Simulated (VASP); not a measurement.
Input of a VASP 6.6.1 run:

The input INCAR:

```
PREC = Accurate ; ENCUT = 520
EDIFF = 1E-8 ; ISMEAR = -1
SIGMA = 0.03 ; LREAL = F
LASPH = T ; NELM = 80
ALGO = Normal ; ISIF = 2
LWAVE = F ; LCHARG = F
GGA = PE ; LEFG = T
NBANDS = 16
```

File KPOINTS:

```
Automatic mesh
0
Gamma
  11 11 11
```

Contents of POSCAR:

```
HgTe
1.0
    0.0000000000      3.2763536562      3.2763536562
    3.2763536562      0.0000000000      3.2763536562
    3.2763536562      3.2763536562      0.0000000000
Hg Te
1 1
Direct
    0.0000000000      0.0000000000      0.0000000000
    0.7500000000      0.7500000000      0.7500000000
```

Potentials or basis: VASP PAW PBE potentials, release 64 (Hg, Te).

Run with:

```sh
$ cat potpaw_PBE.64/Hg/POTCAR potpaw_PBE.64/Te/POTCAR > POTCAR
$ mpirun -np 1 vasp_std > vasp.out
```

Problem. Estimate the band gap on the k mesh.

Solution. Zero (filled and empty bands touch).

Problem. Predict the pressure.

Solution. 1.8 GPa.

Caveat: without QUAD_EFG the Cq values of the log hold for a quadrupole moment of 1 mb, not for the nuclei; spin-orbit coupling is left out, which moves the levels of the heavy elements.
